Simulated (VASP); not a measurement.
# Sr3Y (P6_3/mmc) in VASP: notebook

The runs below take Sr3Y through single point, with r2SCAN.

All numbers are computed with VASP 6.6.1; they aren't measurements. Logs are shortened: lines on timing, memory, paths and dates and some standing lists are left out, and cuts for length are marked.

## Step 1: The cell of the first run

The structure is hexagonal, space group P6_3/mmc (No. 194). The conventional cell has a = 7.135 Å, b = 7.135 Å, c = 5.727 Å, α = 90.00°, β = 90.00°, γ = 120.00°. Sr (site symmetry mm2) has 4 Y at 3.53 to 3.57 Å and 8 Sr at 3.53 to 3.57 Å within 4.6 Å. Within 4.6 Å of Y (site symmetry -6m2) lie 12 Sr at 3.53 to 3.57 Å.

## Step 2: Single point, r2SCAN

Input file POSCAR:

```
Sr3Y
1.0
    7.1352794604      0.0000000000      0.0000000000
   -3.5676397302      6.1793332758      0.0000000000
    0.0000000000      0.0000000000      5.7271626858
Sr Y
6 2
Direct
    0.8330000000      0.6660000000      0.2500000000
    0.1670000000      0.8330000000      0.7500000000
    0.3340000000      0.1670000000      0.2500000000
    0.1670000000      0.3340000000      0.7500000000
    0.8330000000      0.1670000000      0.2500000000
    0.6660000000      0.8330000000      0.7500000000
    0.3333333333      0.6666666667      0.2500000000
    0.6666666667      0.3333333333      0.7500000000
```

Input file INCAR.step1:

```
SYSTEM = Sr3Y
ALGO = Normal
EDIFF = 1E-4
ENCUT = 520
GGA = PE
ISMEAR = 0
LASPH = .True.
LCHARG = .False.
LREAL = .False.
LWAVE = .True.
NBANDS = 51
NELM = 100
PREC = Accurate
SIGMA = 0.1
```

Input file INCAR.step2:

```
SYSTEM = Sr3Y
ALGO = Normal
EDIFF = 1E-6
ENCUT = 520
ISIF = 2
ISMEAR = 0
ISTART = 1
LASPH = .True.
LCHARG = .True.
LELF = .True.
LMIXTAU = .True.
LREAL = .False.
LVHAR = .True.
LWAVE = .False.
METAGGA = R2SCAN
NBANDS = 51
NELM = 100
PREC = Accurate
SIGMA = 0.1
```

Input file KPOINTS:

```
k-points
0
Gamma
  3 3 4
  0 0 0
```

Potentials or basis: VASP PAW PBE potentials, release 64 (Sr_sv, Y_sv).

On the command line:

```
$ cat potpaw_PBE.64/Sr_sv/POTCAR potpaw_PBE.64/Y_sv/POTCAR > POTCAR
$ cp INCAR.step1 INCAR
$ mpirun -np 1 vasp_std > vasp.out
$ cp INCAR.step2 INCAR
$ mpirun -np 1 vasp_std > vasp.out
```

OUTCAR:

```text
SYSTEM = Sr3Y
   EDIFF = 1E-6
   ENCUT = 520
   ISIF = 2
   ISMEAR = 0
   ISTART = 1
   LASPH = .True.
   LREAL = .False.
   METAGGA = R2SCAN
   NELM = 100
   PREC = Accurate

 ion  position               nearest neighbor table
   1  0.833  0.666  0.250-   8 3.53   8 3.53   2 3.53   2 3.53   6 3.53   6 3.53   5 3.56   3 3.56
                             7 3.57   7 3.57   5 3.57   3 3.57   4 5.01   4 5.01   4 5.01   4 5.01
   2  0.167  0.833  0.750-   7 3.53   7 3.53   3 3.53   3 3.53   1 3.53   1 3.53   4 3.56   6 3.56
                             8 3.57   8 3.57   4 3.57   6 3.57   5 5.01   5 5.01   5 5.01   5 5.01
   3  0.334  0.167  0.250-   8 3.53   8 3.53   2 3.53   2 3.53   4 3.53   4 3.53   1 3.56   5 3.56
                             7 3.57   7 3.57   1 3.57   5 3.57   6 5.01   6 5.01   6 5.01   6 5.01
   4  0.167  0.334  0.750-   7 3.53   7 3.53   3 3.53   3 3.53   5 3.53   5 3.53   2 3.56   6 3.56
                             8 3.57   8 3.57   2 3.57   6 3.57   1 5.01   1 5.01   1 5.01   1 5.01
   5  0.833  0.167  0.250-   8 3.53   8 3.53   6 3.53   6 3.53   4 3.53   4 3.53   1 3.56   3 3.56
                             7 3.57   7 3.57   1 3.57   3 3.57   2 5.01   2 5.01   2 5.01   2 5.01
   6  0.666  0.833  0.750-   7 3.53   7 3.53   5 3.53   5 3.53   1 3.53   1 3.53   4 3.56   2 3.56
                             8 3.57   8 3.57   4 3.57   2 3.57   3 5.01   3 5.01   3 5.01   3 5.01
   7  0.333  0.667  0.250-   2 3.53   2 3.53   4 3.53   4 3.53   6 3.53   6 3.53   3 3.57   1 3.57
                             5 3.57   5 3.57   3 3.57   1 3.57
   8  0.667  0.333  0.750-   5 3.53   5 3.53   1 3.53   1 3.53   3 3.53   3 3.53   6 3.57   4 3.57
                             2 3.57   2 3.57   6 3.57   4 3.57

  LATTYP: Found a hexagonal cell.
 ALAT       =     7.1352794604
 C/A-ratio  =     0.8026542923

  Lattice vectors:

 A1 = (   7.1352794604,   0.0000000000,   0.0000000000)
 A2 = (  -3.5676397302,   6.1793332758,   0.0000000000)
 A3 = (   0.0000000000,   0.0000000000,   5.7271626858)

Analysis of symmetry for initial positions (statically):
=====================================================================
 Subroutine PRICEL returns:
 Original cell was already a primitive cell.

 Routine SETGRP: Setting up the symmetry group for a
 hexagonal supercell.

 Subroutine GETGRP returns: Found 24 space group operations
 (whereof 12 operations were pure point group operations)
 out of a pool of 24 trial point group operations.

The static configuration has the point symmetry D_3d.
 The point group associated with its full space group is D_6h.

Analysis of symmetry for dynamics (positions and initial velocities):
=====================================================================
 Subroutine PRICEL returns:
 Original cell was already a primitive cell.

 Routine SETGRP: Setting up the symmetry group for a
 hexagonal supercell.

 Subroutine GETGRP returns: Found 24 space group operations
 (whereof 12 operations were pure point group operations)
 out of a pool of 24 trial point group operations.

The dynamic configuration has the point symmetry D_3d.
 The point group associated with its full space group is D_6h.

 Subroutine INISYM returns: Found 24 space group operations
 (whereof 12 operations are pure point group operations),
 and found     1 'primitive' translations

----------------------------------------------------------------------------------------

                                     Primitive cell

  volume of cell :     252.5179

  direct lattice vectors                    reciprocal lattice vectors
     7.135279460  0.000000000  0.000000000     0.140148680  0.080914878  0.000000000
    -3.567639730  6.179333276  0.000000000     0.000000000  0.161829757  0.000000000
     0.000000000  0.000000000  5.727162686     0.000000000  0.000000000  0.174606529

  length of vectors
     7.135279460  7.135279460  5.727162686     0.161829757  0.161829757  0.174606529

  position of ions in fractional coordinates (direct lattice)
     0.833000000  0.666000000  0.250000000
     0.167000000  0.833000000  0.750000000
     0.334000000  0.167000000  0.250000000
     0.167000000  0.334000000  0.750000000
     0.833000000  0.167000000  0.250000000
     0.666000000  0.833000000  0.750000000
     0.333333333  0.666666667  0.250000000
     0.666666667  0.333333333  0.750000000

  ion indices of the primitive-cell ions
   primitive index   ion index
                 1           1
                 2           2
                 3           3
                 4           4
                 5           5
                 6           6
                 7           7
                 8           8

----------------------------------------------------------------------------------------

 KPOINTS: k-points

Automatic generation of k-mesh.
 Grid dimensions read from file:
 generate k-points for:    3    3    4

 Generating k-lattice:

  Cartesian coordinates                     Fractional coordinates (reciprocal lattice)
     0.046716227  0.026971626  0.000000000     0.333333333 -0.000000000  0.000000000
     0.000000000  0.053943252  0.000000000     0.000000000  0.333333333  0.000000000
     0.000000000  0.000000000  0.043651632     0.000000000  0.000000000  0.250000000

  Length of vectors
     0.053943252  0.053943252  0.043651632

  Shift w.r.t. Gamma in fractional coordinates (k-lattice)
     0.000000000  0.000000000  0.000000000

 Subroutine IBZKPT returns following result:
 ===========================================

 Found      9 irreducible k-points:

 Following reciprocal coordinates:
            Coordinates               Weight
  0.000000  0.000000  0.000000      1.000000
  0.333333  0.000000  0.000000      6.000000
  0.333333  0.333333  0.000000      2.000000
  0.000000  0.000000  0.250000      2.000000
  0.333333  0.000000  0.250000     12.000000
  0.333333  0.333333  0.250000      4.000000
  0.000000  0.000000  0.500000      1.000000
  0.333333  0.000000  0.500000      6.000000
  0.333333  0.333333  0.500000      2.000000
   k-points           NKPTS =      9   k-points in BZ     NKDIM =      9   number of bands    NBANDS=     51
   number of dos      NEDOS =    301   number of ions     NIONS =      8
   total plane-waves  NPLWV = 139968
   dimension x,y,z NGX =    54 NGY =   54 NGZ =   48
   dimension x,y,z NGXF=   108 NGYF=  108 NGZF=   96
   ions per type =               6   2
   NGX,Y,Z   is equivalent  to a cutoff of  12.58, 12.58, 13.93 a.u.
   NGXF,Y,Z  is equivalent  to a cutoff of  25.16, 25.16, 27.87 a.u.
 SYSTEM =  Sr3Y
   PREC   = accura    normal or accurate (medium, high low for compatibility)
   ISTART =      1    job   : 0-new  1-cont  2-samecut
   ICHARG =      0    charge: 1-file 2-atom 10-const
   ISPIN  =      1    spin polarized calculation?
   LNONCOLLINEAR =      F non collinear calculations
   LSORBIT =      F    spin-orbit coupling
   LASPH  =      T    aspherical Exc in radial PAW
   ENCUT  =  520.0 eV  38.22 Ry    6.18 a.u.  13.27 13.27 10.65*2*pi/ulx,y,z
   NELM   =    100;   NELMIN=  2; NELMDL=  0     # of ELM steps
   EDIFF  = 0.1E-05   stopping-criterion for ELM
   LREAL  =      F    real-space projection
   EDIFFG = 0.1E-04   stopping-criterion for IOM
   NSW    =      0    number of steps for IOM
   IBRION =     -1    ionic relax: 0-MD 1-quasi-New 2-CG
   NFREE  =      0    steps in history (QN), initial steepest desc. (CG)
   ISIF   =      2    stress and relaxation
   ISYM   =      2    0-nonsym 1-usesym 2-fastsym
   POTIM  = 0.5000    time-step for ionic-motion
   TEBEG  =    0.0;   TEEND  =   0.0 temperature during run
   PSTRESS=    0.0 pullay stress
   NELECT =      82.0000    total number of electrons
   NUPDOWN=      -1.0000    fix difference up-down
   EMIN   =  10.00;   EMAX   =-10.00  energy-range for DOS
   EFERMI =   0.00;   METHOD = LEGACY
   ISMEAR =     0;   SIGMA  =   0.10  broadening in eV -4-tet -1-fermi 0-gaus
   EFERMI_NEDOS =   21; number of points for ismear=-14 and -15
   IALGO  =     38    algorithm
   IMIX   =      4    mixing-type and parameters
     AMIX     =   0.40;   BMIX     =  1.00
     AMIX_MAG =   1.60;   BMIX_MAG =  1.00
  volume/ion in A,a.u.               =      31.56       213.01
  Fermi-wavevector in a.u.,A,eV,Ry     =   1.125249  2.126413 17.227505  1.266186
  Thomas-Fermi vector in A             =   2.261925
   LORBIT       =      0    0 simple, 1 ext, 2 COOP (PROOUT), +10 PAW based schemes
   METAGGA = R2SCAN    functional components
   LHFCALC =     F    Hartree Fock is set to
   AEXX    =    0.0000 exact exchange contribution
   IVDW    =     0    specifies the selected vdW correction
   LEPSILON=     F    determine dielectric tensor
   LRPA    =     F    only Hartree local field effects (RPA)
 non-spin polarized calculation
 Gauss-broadening in eV      SIGMA  =   0.10
  energy-cutoff  :      520.00
  volume of cell :      252.52
 maximum number of plane-waves:      6831
 NGX is ok and might be reduce to    54
   NGX = 27   NGY = 27   NGZ = 21

 number of electron      82.0000000 magnetization

 Free energy of the ion-electron system (eV)
  ---------------------------------------------------
  ext. energy  EPLUGINS =         0.00000000
  ---------------------------------------------------
  free energy    TOTEN  =      -125.32181421 eV

  energy without entropy =     -125.22928189  energy(sigma->0) =     -125.27554805

 E-fermi :   3.7562     XC(G=0):  -9.9199

 val. band max:        3.7454817906   @ k =   0.3333   0.3333   0.0000
 cond. band min:       3.7638651685   @ k =   0.3333   0.0000   0.2500
 fundamental gap:      0.0183833779
 Fermi energy:         3.7561583218

 k-point     1 :       0.0000    0.0000    0.0000
  band No.  band energies     occupation
      1     -40.6667      2.00000
      2     -40.6657      2.00000
      3     -33.1446      2.00000
      4     -33.0390      2.00000
      5     -33.0390      2.00000
      6     -33.0296      2.00000
[... 43 lines left out ...]
     50       5.8474      0.00000
     51       6.2514      0.00000
[... 430 lines left out ...]
     50       5.0213      0.00000
     51       5.5117      0.00000

------------------------ aborting loop because EDIFF is reached ----------------------------------------

  FORCE on cell =-STRESS in cart. coord.  units (eV):
  Direction    XX          YY          ZZ          XY          YZ          ZX
  --------------------------------------------------------------------------------------
  -------------------------------------------------------------------------------------
  Total       18.9973660     18.9973660     20.6344452     -0.0000000      0.0000000      0.0000000
  in kB      120.5346317    120.5346317    130.9215844     -0.0000000      0.0000000      0.0000000
  external PRESSURE =     123.9969493 kB  Pullay stress =       0.0000000 kB

 VOLUME and BASIS-vectors are now :
 -----------------------------------------------------------------------------
  energy-cutoff  :      520.00
  volume of cell :      252.52
      direct lattice vectors                 reciprocal lattice vectors
     7.135279460  0.000000000  0.000000000     0.140148680  0.080914878  0.000000000
    -3.567639730  6.179333276  0.000000000     0.000000000  0.161829757  0.000000000
     0.000000000  0.000000000  5.727162686     0.000000000  0.000000000  0.174606529

 POSITION                                       TOTAL-FORCE (eV/Angst)
 -----------------------------------------------------------------------------------
      3.56764      4.11544      1.43179        -0.000000     -0.223132      0.000000
     -1.78025      5.14738      4.29537         0.193238     -0.111566      0.000000
      1.78739      1.03195      1.43179         0.193238      0.111566      0.000000
      0.00000      2.06390      4.29537         0.000000      0.223132      0.000000
      5.34789      1.03195      1.43179        -0.193238      0.111566      0.000000
      1.78025      5.14738      4.29537        -0.193238     -0.111566      0.000000
     -0.00000      4.11956      1.43179        -0.000000     -0.000000      0.000000
      3.56764      2.05978      4.29537         0.000000     -0.000000      0.000000
 -----------------------------------------------------------------------------------
    total drift:                               -0.000001      0.000001     -0.000000

  FREE ENERGIE OF THE ION-ELECTRON SYSTEM (eV)
  ---------------------------------------------------
  free  energy   TOTEN  =      -125.3218142071 eV

  energy  without entropy=     -125.2292818928  energy(sigma->0) =     -125.27554805
```

Run time: 5.7 min. Hardware: 1 thread of Intel Xeon 6975P-C (Granite Rapids), shared host; peak memory 0.44 GiB.

What came out:

```yaml
Free_energy: -125.3218 eV
Pressure: 12.4 GPa
Largest_force: 0.223 eV/Å
Band_gap_on_the_k_mesh: zero (bands 41 and 42 overlap by 1.25 eV)
```

Forces in eV/Å, atoms in the order of the input:
```
Sr   0.000 -0.223  0.000
Sr   0.193 -0.112  0.000
Sr   0.193  0.112  0.000
Sr   0.000  0.223  0.000
Sr  -0.193  0.112  0.000
Sr  -0.193 -0.112  0.000
Y    0.000  0.000  0.000
Y    0.000  0.000  0.000
```

Levels at points of the mesh, in eV from the Fermi level:
```
           k point  band 36  band 37  band 38  band 39  band 40  band 41  band 42  band 43  band 44  band 45
(0.00, 0.00, 0.00)    -1.06    -1.06    -0.99    -0.99    -0.95    -0.72    -0.72    -0.56     0.65     0.65
(0.00, 0.00, 0.50)    -1.46    -1.39    -1.39    -1.39    -1.39     0.48     0.48     0.48     0.48     0.52
```

Caveat: the cell stands under pressure; the PAW data sets were made with another functional, which shifts forces and pressure a little.

## Step 3: Single point, r2SCAN

This run uses another cell than the first one, of 48.30 Å³/atom.

Input file POSCAR:

```
Sr3Y
1.0
    8.1603775405      0.0000000000      0.0000000000
   -4.0801887702      7.0670942545      0.0000000000
    0.0000000000      0.0000000000      6.7000562056
Sr Y
6 2
Direct
    0.8281089204      0.6562178408      0.2500000000
    0.1718910796      0.8281089204      0.7500000000
    0.3437821592      0.1718910796      0.2500000000
    0.1718910796      0.3437821592      0.7500000000
    0.8281089204      0.1718910796      0.2500000000
    0.6562178408      0.8281089204      0.7500000000
    0.3333333333      0.6666666667      0.2500000000
    0.6666666667      0.3333333333      0.7500000000
```

Input file INCAR.step1:

```
ALGO = Normal
EDIFF = 1E-4
ENCUT = 520
GGA = PE
ISMEAR = 0
LASPH = T
LCHARG = F
LREAL = F
LWAVE = T
NBANDS = 51
NELM = 100
PREC = Accurate
SIGMA = 0.1
```

Input file INCAR.step2:

```
ALGO = Normal
EDIFF = 1E-7
ENCUT = 520
ISIF = 2
ISMEAR = 0
ISTART = 1
LASPH = T
LCHARG = F
LMIXTAU = T
LREAL = F
LWAVE = F
METAGGA = R2SCAN
NBANDS = 51
NELM = 100
PREC = Accurate
SIGMA = 0.1
```

Input file KPOINTS:

```
k-points
0
Gamma
  3 3 4
```

Potentials or basis: VASP PAW PBE potentials, release 64 (Sr_sv, Y_sv).

On the command line:

```
$ cat potpaw_PBE.64/Sr_sv/POTCAR potpaw_PBE.64/Y_sv/POTCAR > POTCAR
$ cp INCAR.step1 INCAR
$ mpirun -np 1 vasp_std > vasp.out
$ cp INCAR.step2 INCAR
$ mpirun -np 1 vasp_std > vasp.out
```

Run time: 8.9 min. Hardware: 1 thread of Intel Xeon 6975P-C (Granite Rapids), shared host; peak memory 0.59 GiB.

The run converged. Its results:

```yaml
Free_energy: -129.4270 eV
Pressure: 0.2 GPa
Band_gap_on_the_k_mesh: zero (bands 41 and 42 overlap by 0.52 eV)
```

Forces in eV/Å, atoms in the order of the input:
```
Sr   0.000 -0.003  0.000
Sr   0.002 -0.001  0.000
Sr   0.002  0.001  0.000
Sr   0.000  0.003  0.000
Sr  -0.002  0.001  0.000
Sr  -0.002 -0.001  0.000
Y    0.000  0.000  0.000
Y    0.000  0.000  0.000
```

Stress tensor (GPa, compression positive):
```
0.13 0.00 0.00
0.00 0.13 0.00
0.00 0.00 0.25
```

Levels at points of the mesh, in eV from the Fermi level:
```tsv
k point	band 38	band 39	band 40	band 41	band 42	band 43	band 44	band 45
(0.00, 0.00, 0.00)	-0.63	-0.61	-0.61	-0.24	-0.24	-0.08	0.08	0.09
(0.00, 0.00, 0.50)	-0.91	-0.91	-0.91	0.18	0.18	0.18	0.18	0.32
```

Caveat: the PAW data sets were made with another functional, which shifts forces and pressure a little.

The gap in the log of VASP goes by the Fermi energy; the results here count the filled bands.